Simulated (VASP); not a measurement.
Set up this calculation in VASP 6.6.1, as the native input.

```yaml
Task: single point
Functional: PBEsol
Potentials_or_basis: VASP PAW PBE potentials, release 64 (Ge_d)
Cutoff: 520 eV
k_mesh: 20 × 20 × 11
Occupations: fermi-dirac, width 0.1 eV
Spin: no spin polarisation
Dipole_correction: no
Further_INCAR_settings: ALGO = Normal; EDIFF = 1e-06; NBANDS = 21
```

The structure of Ge lies in POSCAR:

```
Ge
1.0
    3.0100229632      0.0000000000      0.0000000000
   -1.5050114816      2.6067563521      0.0000000000
    0.0000000000      0.0000000000      4.6776527496
Ge
2
Direct
    0.3333333333      0.6666666667      0.2500000000
    0.6666666667      0.3333333333      0.7500000000
```

This isn't the form of Ge at room conditions, which is diamond.

One way to write it, as run:

INCAR

```
SYSTEM = Ge
PREC = Accurate
ENCUT = 520
EDIFF = 1E-6
ISMEAR = -1
SIGMA = 0.1
LREAL = .FALSE.
LASPH = .TRUE.
NELM = 60
ALGO = Normal
ISIF = 2
LWAVE = .FALSE.
LCHARG = .FALSE.
GGA = PS
NBANDS = 21
```

KPOINTS

```
Automatic mesh
0
G
  20 20 11
  0 0 0
```

Potentials or basis: VASP PAW PBE potentials, release 64 (Ge_d).

The run is started by

```console
$ cat potpaw_PBE.64/Ge_d/POTCAR > POTCAR
$ mpirun -np 1 vasp_std > vasp.out
```

It gave:

| Property | Result |
| --- | --- |
| Pressure | 0.2 GPa |
| Band gap on the k mesh | zero (bands 14 and 15 overlap by 9.64 eV) |

Caveat: the PAW data sets were made with another functional, which shifts forces and pressure a little.

Run time: 3.4 min on 1 thread of Intel Xeon 8259CL, on a shared host, peak memory 0.28 GiB.
